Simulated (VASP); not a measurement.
Input of a VASP 6.6.1 run:

INCAR

```
SYSTEM = Be
  AGGAC = 1.0
  AGGAX = 1.0
  ALDAC = 0.0
  ALDAX = 1.0
  ALGO = Normal
  EDIFF = 1E-6
  ENCUT = 520
  GGA = B5
  ISIF = 2
  ISMEAR = -1
  LASPH = .TRUE.
  LCHARG = .FALSE.
  LREAL = .FALSE.
  LWAVE = .FALSE.
  NBANDS = 7
  NELM = 100
  PREC = Accurate
  SIGMA = 0.1
```

KPOINTS

```
k-points
0
G
  20 20 20
  0 0 0
```

POSCAR

```
Be
1.0
   -1.2511821282      1.2511821282      1.2511821282
    1.2511821282     -1.2511821282      1.2511821282
    1.2511821282      1.2511821282     -1.2511821282
Be
1
Direct
    0.0000000000      0.0000000000      0.0000000000
```

Potentials or basis: VASP PAW PBE potentials, release 64 (Be).

The run is started by

```console
$ cat potpaw_PBE.64/Be/POTCAR > POTCAR
$ mpirun -np 1 vasp_std > vasp.out
```

Task: Predict the band gap on the k mesh.

Result: Zero (band 1 reaches 12.28 eV, above the bottom of band 2 at 7.11 eV).

Task: Predict the pressure.

Result: 0.0 GPa.

Caveat: the PAW data sets were made with another functional, which shifts forces and pressure a little.
